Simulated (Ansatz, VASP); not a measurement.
CdO: VASP beside Ansatz

```
CELL_PARAMETERS angstrom
0.00000 2.36099 2.36099
2.36099 0.00000 2.36099
2.36099 2.36099 0.00000
ATOMIC_POSITIONS crystal
Cd 0.27100 0.35600 0.38600
O 0.77100 0.85600 0.88600
```

Alike in both runs: functional PBE; k mesh 2 × 2 × 2; occupations gaussian, width 0.1 eV; no spin polarisation.

Ansatz relaxed the structure, and its values are those at the end. VASP's run is a single point on that final structure, the one shown.

|  | VASP | Ansatz |
| --- | --- | --- |
| version | VASP 6.6.1 | Ansatz 0.2.0 |
| potentials or method | VASP PAW PBE potentials, release 64 (Cd, O) | scalar-relativistic, plane waves, PAW |
| plane-wave cutoff (eV) | 600 | 420 |
| valence electrons in the cell | 18 | 26 |

```csv
,VASP,Ansatz,Ansatz less VASP
gap on the k mesh at the Fermi level (eV),none,none,-
pressure (GPa),12.7,11.5,-1.22
```

A gap of «none» marks a metal or a gap that the smearing closes. VASP's potentials hold 18 valence electrons a cell and Ansatz's 26, so a difference there can come from the potentials and not from the codes. Ansatz's warnings: stress scf threshold loose.

The k mesh is coarse, so the values compare programs but aren't converged.
